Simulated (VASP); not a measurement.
# SrClF6 (R-3m) in VASP: single point with r2SCAN

Aim: the single point of SrClF6 with r2SCAN.

Program: VASP 6.6.1. These are calculated values, not measurements. Logs are shortened: lines on timing, memory, paths and dates and some standing lists are left out, and cuts for length are marked.

## 1. The cell of the first run

It takes space group R-3m (No. 166, trigonal). Conventional cell: a = 7.368 Å, b = 7.368 Å, c = 6.933 Å, α = 90.00°, β = 90.00°, γ = 120.00°. Within 3.6 Å of Sr (site symmetry -3m) lie 12 F at 2.72 to 2.83 Å and 2 Cl at 3.47 Å. Cl (site symmetry -3m) has 6 F at 1.87 Å within 2.5 Å. F (site symmetry m) has 1 Cl at 1.87 Å within 2.5 Å.

## 2. Single point, r2SCAN

File POSCAR:

```
SrClF6
1.0
    3.6842090000      2.1270810000      2.3110110000
   -3.6842090000      2.1270810000      2.3110110000
    0.0000000000     -4.2541630000      2.3110110000
Sr Cl F
1 1 6
Direct
    0.5000000000      0.5000000000      0.5000000000
    0.0000000000      0.0000000000      0.0000000000
    0.2760000000      0.9160000000      0.2760000000
    0.2760000000      0.2760000000      0.9160000000
    0.9160000000      0.2760000000      0.2760000000
    0.7240000000      0.0840000000      0.7240000000
    0.0840000000      0.7240000000      0.7240000000
    0.7240000000      0.7240000000      0.0840000000
```

File INCAR.step1:

```
SYSTEM = SrClF6
PREC     = Accurate       ! precision mode
ENCUT    = 520            ! plane-wave cutoff, eV
ISMEAR   = -5             ! smearing method
SIGMA    = 0.1            ! smearing width, eV
LREAL    = .False.        ! projectors in reciprocal space
LASPH    = .True.         ! aspherical terms in the spheres
NELM     = 80             ! most SCF steps
NBANDS   = 40             ! bands
GGA      = PE             ! functional
ALGO     = Normal         ! electronic algorithm
EDIFF    = 1E-4           ! SCF threshold, eV
LWAVE    = .True.         ! write WAVECAR
LCHARG   = .False.        ! write CHGCAR
```

File INCAR.step2:

```
SYSTEM = SrClF6
PREC     = Accurate       ! precision mode
ENCUT    = 520            ! plane-wave cutoff, eV
EDIFF    = 1E-7           ! SCF threshold, eV
ISMEAR   = -5             ! smearing method
SIGMA    = 0.1            ! smearing width, eV
LREAL    = .False.        ! projectors in reciprocal space
LASPH    = .True.         ! aspherical terms in the spheres
NELM     = 80             ! most SCF steps
ALGO     = Normal         ! electronic algorithm
ISIF     = 2              ! what is computed and relaxed
LWAVE    = .False.        ! write WAVECAR
LCHARG   = .False.        ! write CHGCAR
METAGGA  = R2SCAN         ! meta-GGA
LMIXTAU  = .True.       
NBANDS   = 40             ! bands
ISTART   = 1
```

File KPOINTS:

```
Automatic mesh
0
Gamma
  6 6 6
  0 0 0
```

Potentials or basis: VASP PAW PBE potentials, release 64 (Sr_sv, Cl, F).

The run is started by

```
$ cat potpaw_PBE.64/Sr_sv/POTCAR potpaw_PBE.64/Cl/POTCAR potpaw_PBE.64/F/POTCAR > POTCAR
$ cp INCAR.step1 INCAR
$ mpirun -np 1 vasp_std > vasp.out
$ cp INCAR.step2 INCAR
$ mpirun -np 1 vasp_std > vasp.out
```

OUTCAR:

```text
SYSTEM = SrClF6
   PREC = Accurate
   ENCUT = 520
   EDIFF = 1E-7
   ISMEAR = -5
   LREAL = .False.
   LASPH = .True.
   NELM = 80
   ISIF = 2
   METAGGA = R2SCAN
   ISTART = 1

 ion  position               nearest neighbor table
   1  0.500  0.500  0.500-   3 2.72   5 2.72   6 2.72   7 2.72   4 2.72   8 2.72   7 2.83   6 2.83
                             3 2.83   5 2.83   8 2.83   4 2.83   2 3.47   2 3.47
   2  0.000  0.000  0.000-   3 1.87   5 1.87   6 1.87   7 1.87   4 1.87   8 1.87   1 3.47   1 3.47

   3  0.276  0.916  0.276-   2 1.87   1 2.72   1 2.83
   4  0.276  0.276  0.916-   2 1.87   1 2.72   1 2.83
   5  0.916  0.276  0.276-   2 1.87   1 2.72   1 2.83
   6  0.724  0.084  0.724-   2 1.87   1 2.72   1 2.83
   7  0.084  0.724  0.724-   2 1.87   1 2.72   1 2.83
   8  0.724  0.724  0.084-   2 1.87   1 2.72   1 2.83

  LATTYP: Found a trigonal (rhomboedric) cell.
 ALAT       =     4.8413470624
 COS(alpha) =    -0.1582067183

  Lattice vectors:

 A1 = (   3.6842090000,   2.1270810000,   2.3110110000)
 A2 = (  -3.6842090000,   2.1270810000,   2.3110110000)
 A3 = (   0.0000000000,  -4.2541630000,   2.3110110000)

Analysis of symmetry for initial positions (statically):
=====================================================================
 Subroutine PRICEL returns:
 Original cell was already a primitive cell.

 Routine SETGRP: Setting up the symmetry group for a
 trigonal (rhombohedral) supercell.

 Subroutine GETGRP returns: Found 12 space group operations
 (whereof 12 operations were pure point group operations)
 out of a pool of 12 trial point group operations.

The static configuration has the point symmetry D_3d.

Analysis of symmetry for dynamics (positions and initial velocities):
=====================================================================
 Subroutine PRICEL returns:
 Original cell was already a primitive cell.

 Routine SETGRP: Setting up the symmetry group for a
 trigonal (rhombohedral) supercell.

 Subroutine GETGRP returns: Found 12 space group operations
 (whereof 12 operations were pure point group operations)
 out of a pool of 12 trial point group operations.

The dynamic configuration has the point symmetry D_3d.

 Subroutine INISYM returns: Found 12 space group operations
 (whereof 12 operations are pure point group operations),
 and found     1 'primitive' translations

----------------------------------------------------------------------------------------

                                     Primitive cell

  volume of cell :     108.6630

  direct lattice vectors                    reciprocal lattice vectors
     3.684209000  2.127081000  2.311011000     0.135714342  0.078354628  0.144237028
    -3.684209000  2.127081000  2.311011000    -0.135714342  0.078354628  0.144237028
     0.000000000 -4.254163000  2.311011000     0.000000000 -0.156709256  0.144236995

  length of vectors
     4.841347062  4.841347062  4.841350501     0.212983921  0.212983921  0.212983806

  position of ions in fractional coordinates (direct lattice)
     0.500000000  0.500000000  0.500000000
     0.000000000  0.000000000  0.000000000
     0.276000000  0.916000000  0.276000000
     0.276000000  0.276000000  0.916000000
     0.916000000  0.276000000  0.276000000
     0.724000000  0.084000000  0.724000000
     0.084000000  0.724000000  0.724000000
     0.724000000  0.724000000  0.084000000

  ion indices of the primitive-cell ions
   primitive index   ion index
                 1           1
                 2           2
                 3           3
                 4           4
                 5           5
                 6           6
                 7           7
                 8           8

----------------------------------------------------------------------------------------

 KPOINTS: Automatic mesh

Automatic generation of k-mesh.
 Grid dimensions read from file:
 generate k-points for:    6    6    6

 Generating k-lattice:

  Cartesian coordinates                     Fractional coordinates (reciprocal lattice)
     0.022619057  0.013059105  0.024039505     0.166666667  0.000000000  0.000000000
    -0.022619057  0.013059105  0.024039505     0.000000000  0.166666667  0.000000000
     0.000000000 -0.026118209  0.024039499     0.000000000  0.000000000  0.166666667

  Length of vectors
     0.035497320  0.035497320  0.035497301

  Shift w.r.t. Gamma in fractional coordinates (k-lattice)
     0.000000000  0.000000000  0.000000000

 TETIRR: Found    300 inequivalent tetrahedra from     1296

 Subroutine IBZKPT returns following result:
 ===========================================

 Found     32 irreducible k-points:

 Following reciprocal coordinates:
            Coordinates               Weight
  0.000000  0.000000  0.000000      1.000000
  0.166667  0.000000  0.000000      6.000000
  0.333333  0.000000  0.000000      6.000000
  0.500000  0.000000 -0.000000      3.000000
  0.166667  0.166667  0.000000      6.000000
  0.333333  0.166667  0.000000     12.000000
[... 16 lines left out ...]
  0.500000  0.500000  0.166667      6.000000
 -0.333333  0.500000  0.166667     12.000000
 [... further k-points ...]
   k-points           NKPTS =     32   k-points in BZ     NKDIM =     32   number of bands    NBANDS=     40
   number of dos      NEDOS =    301   number of ions     NIONS =      8
   total plane-waves  NPLWV =  46656
   dimension x,y,z NGX =    36 NGY =   36 NGZ =   36
   dimension x,y,z NGXF=    72 NGYF=   72 NGZF=   72
   ions per type =               1   1   6
   NGX,Y,Z   is equivalent  to a cutoff of  12.36, 12.36, 12.36 a.u.
   NGXF,Y,Z  is equivalent  to a cutoff of  24.72, 24.72, 24.72 a.u.
 SYSTEM =  SrClF6
   PREC   = accura    normal or accurate (medium, high low for compatibility)
   ISTART =      1    job   : 0-new  1-cont  2-samecut
   ICHARG =      0    charge: 1-file 2-atom 10-const
   ISPIN  =      1    spin polarized calculation?
   LNONCOLLINEAR =      F non collinear calculations
   LSORBIT =      F    spin-orbit coupling
   LASPH  =      T    aspherical Exc in radial PAW
   ENCUT  =  520.0 eV  38.22 Ry    6.18 a.u.   9.00  9.00  9.00*2*pi/ulx,y,z
   NELM   =     80;   NELMIN=  2; NELMDL=  0     # of ELM steps
   EDIFF  = 0.1E-06   stopping-criterion for ELM
   LREAL  =      F    real-space projection
   EDIFFG = 0.1E-05   stopping-criterion for IOM
   NSW    =      0    number of steps for IOM
   IBRION =     -1    ionic relax: 0-MD 1-quasi-New 2-CG
   NFREE  =      0    steps in history (QN), initial steepest desc. (CG)
   ISIF   =      2    stress and relaxation
   ISYM   =      2    0-nonsym 1-usesym 2-fastsym
   POTIM  = 0.5000    time-step for ionic-motion
   TEBEG  =    0.0;   TEEND  =   0.0 temperature during run
   PSTRESS=    0.0 pullay stress
   NELECT =      59.0000    total number of electrons
   NUPDOWN=      -1.0000    fix difference up-down
   EMIN   =  10.00;   EMAX   =-10.00  energy-range for DOS
   EFERMI =   0.00;   METHOD = LEGACY
   ISMEAR =    -5;   SIGMA  =   0.10  broadening in eV -4-tet -1-fermi 0-gaus
   EFERMI_NEDOS =   21; number of points for ismear=-14 and -15
   IALGO  =     38    algorithm
   IMIX   =      4    mixing-type and parameters
     AMIX     =   0.40;   BMIX     =  1.00
     AMIX_MAG =   1.60;   BMIX_MAG =  1.00
  volume/ion in A,a.u.               =      13.58        91.66
  Fermi-wavevector in a.u.,A,eV,Ry     =   1.335565  2.523851 24.269165  1.783733
  Thomas-Fermi vector in A             =   2.464259
   LORBIT       =      0    0 simple, 1 ext, 2 COOP (PROOUT), +10 PAW based schemes
   METAGGA = R2SCAN    functional components
   LHFCALC =     F    Hartree Fock is set to
   AEXX    =    0.0000 exact exchange contribution
   IVDW    =     0    specifies the selected vdW correction
   LEPSILON=     F    determine dielectric tensor
   LRPA    =     F    only Hartree local field effects (RPA)
 non-spin polarized calculation
 Fermi weights with tetrahedron method with Bloechl corrections
  energy-cutoff  :      520.00
  volume of cell :      108.66
 maximum number of plane-waves:      2972
   NGX = 17   NGY = 17   NGZ = 17

 number of electron      58.9999984 magnetization

 Free energy of the ion-electron system (eV)
  ---------------------------------------------------
  ext. energy  EPLUGINS =         0.00000000
  ---------------------------------------------------
  free energy    TOTEN  =       -52.62086642 eV

  energy without entropy =      -52.62086642  energy(sigma->0) =      -52.62086642

 E-fermi :   2.1653     XC(G=0): -10.0512

 val. band max:        2.1602146658   @ k =   0.5000   0.3333   0.0000
 cond. band min:       2.1545625141   @ k =   0.3333   0.3333   0.1667
 fundamental gap:     -0.0056521516
 Fermi energy:         2.1653071490

 k-point     1 :       0.0000    0.0000    0.0000
  band No.  band energies     occupation
      1     -34.1852      2.00000
      2     -25.1189      2.00000
      3     -23.5035      2.00000
      4     -23.5035      2.00000
      5     -23.4332      2.00000
      6     -23.1504      2.00000
[... 32 lines left out ...]
     39      13.2734      0.00000
     40      13.4986      0.00000

 k-point     2 :       0.1667    0.0000    0.0000
  band No.  band energies     occupation
      1     -34.1845      2.00000
      2     -25.0992      2.00000
      3     -23.5414      2.00000
      4     -23.5035      2.00000
      5     -23.4497      2.00000
      6     -23.1499      2.00000
[... 32 lines left out ...]
     39      12.7379      0.00000
     40      13.3136      0.00000

 k-point     3 :       0.3333    0.0000    0.0000
  band No.  band energies     occupation
      1     -34.1831      2.00000
      2     -25.0573      2.00000
      3     -23.6344      2.00000
      4     -23.5034      2.00000
      5     -23.4531      2.00000
      6     -23.1483      2.00000
[... 32 lines left out ...]
     39      11.4998      0.00000
     40      13.1110      0.00000

 k-point     4 :       0.5000    0.0000   -0.0000
  band No.  band energies     occupation
      1     -34.1824      2.00000
      2     -25.0349      2.00000
      3     -23.6818      2.00000
      4     -23.5036      2.00000
      5     -23.4520      2.00000
      6     -23.1477      2.00000
[... 32 lines left out ...]
     39      10.2471      0.00000
     40      13.0359      0.00000
[... 772 lines left out ...]
     39      11.8709      0.00000
     40      13.1947      0.00000

 k-point    23 :       0.5000    0.5000    0.1667
  band No.  band energies     occupation
      1     -34.1794      2.00000
      2     -24.9387      2.00000
      3     -23.6486      2.00000
      4     -23.6024      2.00000
      5     -23.4210      2.00000
      6     -23.2824      2.00000
[... 32 lines left out ...]
     39      11.5309      0.00000
     40      12.5499      0.00000

 k-point    24 :      -0.3333    0.5000    0.1667
  band No.  band energies     occupation
      1     -34.1800      2.00000
      2     -24.9696      2.00000
      3     -23.6371      2.00000
      4     -23.5619      2.00000
      5     -23.4557      2.00000
      6     -23.2277      2.00000
[... 32 lines left out ...]
     39      11.5618      0.00000
     40      12.7915      0.00000

 [... further k-points ...]

------------------------ aborting loop because EDIFF is reached ----------------------------------------

  FORCE on cell =-STRESS in cart. coord.  units (eV):
  Direction    XX          YY          ZZ          XY          YZ          ZX
  --------------------------------------------------------------------------------------
  -------------------------------------------------------------------------------------
  Total        1.7695744      1.7695781      1.5719544      0.0000000     -0.0000002      0.0000000
  in kB       26.0914238     26.0914797     23.1776231      0.0000000     -0.0000033      0.0000000
  external PRESSURE =      25.1201755 kB  Pullay stress =       0.0000000 kB

 VOLUME and BASIS-vectors are now :
 -----------------------------------------------------------------------------
  energy-cutoff  :      520.00
  volume of cell :      108.66
      direct lattice vectors                 reciprocal lattice vectors
     3.684209000  2.127081000  2.311011000     0.135714342  0.078354628  0.144237028
    -3.684209000  2.127081000  2.311011000    -0.135714342  0.078354628  0.144237028
     0.000000000 -4.254163000  2.311011000     0.000000000 -0.156709256  0.144236995

 POSITION                                       TOTAL-FORCE (eV/Angst)
 -----------------------------------------------------------------------------------
      0.00000     -0.00000      3.46652        -0.000000      0.000000     -0.000000
      0.00000      0.00000      0.00000         0.000000      0.000000     -0.000000
     -2.35789      1.36133      3.39256         0.703735     -0.406302      0.841340
      0.00000     -2.72266      3.39256         0.000000      0.812604      0.841340
      2.35789      1.36133      3.39256        -0.703735     -0.406302      0.841340
      2.35789     -1.36133      3.54047        -0.703735      0.406302     -0.841340
     -2.35789     -1.36133      3.54047         0.703735      0.406302     -0.841340
      0.00000      2.72266      3.54047         0.000000     -0.812604     -0.841340
 -----------------------------------------------------------------------------------
    total drift:                               -0.000000      0.000000     -0.000000

  FREE ENERGIE OF THE ION-ELECTRON SYSTEM (eV)
  ---------------------------------------------------
  free  energy   TOTEN  =       -52.6208664188 eV

  energy  without entropy=      -52.6208664188  energy(sigma->0) =      -52.62086642
```

It took 5.5 min on 1 thread of Intel Xeon Platinum 8259CL at 2.50GHz (Skylake/Cascade Lake), shared host; peak memory 0.29 GiB.

Results:

| Item | Value |
| --- | --- |
| Free energy | -52.6209 eV |
| Pressure | 2.5 GPa |
| Largest force | 1.170 eV/Å |
| Band gap on the k mesh | zero (an odd number of electrons rules out a gap without spin polarisation) |

Forces on the atoms (eV/Å):
```
Sr   0.000  0.000  0.000
Cl   0.000  0.000  0.000
F    0.704 -0.406  0.841
F    0.000  0.813  0.841
F   -0.704 -0.406  0.841
F   -0.704  0.406 -0.841
F    0.704  0.406 -0.841
F    0.000 -0.813 -0.841
```

Caveat: the PAW data sets were made with another functional, which shifts forces and pressure a little; an odd number of electrons without spin polarisation forces a metal; a magnetic or distorted state may lie lower; tetrahedron occupations give inexact forces and stress in metals.
